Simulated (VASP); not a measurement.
BaO (rock salt type), 2 atoms in the cell. Symmetry: Fm-3m, No. 225, cubic system. The conventional cell has a = 5.683 Å, b = 5.683 Å, c = 5.683 Å, α = 90.00°, β = 90.00°, γ = 90.00°. Ba (site symmetry m-3m) has 6 O at 2.84 Å within 3.7 Å. Within 3.7 Å of O (site symmetry m-3m) lie 6 Ba at 2.84 Å. 

```yaml
Program: VASP 6.6.1
Task: single point
Functional: PBE
Potentials_or_basis: VASP PAW PBE potentials, release 64 (Ba_sv, O)
Cutoff: 600 eV
k_mesh: 34 × 34 × 34
Occupations: fermi-dirac, width 0.0612256 eV
Spin: no spin polarisation
Dipole_correction: no
Further_INCAR_settings: ALGO = Normal; EDIFF = 1e-06; NBANDS = 15
```

Potentials or basis: VASP PAW PBE potentials, release 64 (Ba_sv, O).

Run with:

```console
$ cat potpaw_PBE.64/Ba_sv/POTCAR potpaw_PBE.64/O/POTCAR > POTCAR
$ mpirun -np 1 vasp_std > vasp.out
```

Hardware: 1 thread of AMD EPYC 9755 128-Core Processor (shared host).

**Question.** How long does it take, and how much memory?

**Answer.** It took 12 min on 1 thread of AMD EPYC 9755 128-Core Processor, with other jobs on the host, peak memory 0.88 GiB. Counts: scf iterations 13, k points 1059.
